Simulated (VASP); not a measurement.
Runs of VASP 6.6.1 on TiN (dscan). The structure is that of space group Fm-3m (No. 225), or close to it. The cells are those of the table. 

```csv
potentials or basis,cell,k mesh,cutoff (eV),smearing,second run,gap on the mesh (eV),pressure (GPa)
"VASP PAW PBE potentials, release 64 (Ti_sv, N)","a = 2.999 Å, angles 60.0°, 2 atoms",8 × 8 × 8,520,gaussian 0.1 eV,-,none,-0.1
"VASP PAW PBE potentials, release 64 (Ti_sv, N_h)","a = 2.999 Å, angles 60.0°, 2 atoms",8 × 8 × 8,910,gaussian 0.1 eV,hard_potentials,none,(a)
"VASP PAW PBE potentials, release 64 (Ti_sv, N)","a = 2.993 Å, angles 60.0°, 2 atoms",14 × 14 × 14,520,gaussian 0.1 eV,-,none,1.3
"VASP PAW PBE potentials, release 64 (Ti_sv, N)","a = 2.995 Å, angles 60.0°, 2 atoms",16 × 16 × 16,520,fermi-dirac 0.15 eV,-,none,1.3
"VASP PAW PBE potentials, release 64 (Ti_sv, N_h)","a = 2.995 Å, angles 60.0°, 2 atoms",16 × 16 × 16,910,fermi-dirac 0.15 eV,hard_potentials,none,1.2
```

Alike in all rows: task single point; level r2SCAN; no spin polarisation.

Problem. Fill in the values left out.

Solution. (a) -0.2.

Caveats: the PAW data sets were made with another functional, which shifts forces and pressure a little; the cutoff is under 1.25 times the usual one of these potentials, so pressure, stress and relaxed cells hold a basis-set (Pulay) error (some runs).

A gap of «none» marks levels without a gap at the run's occupations.
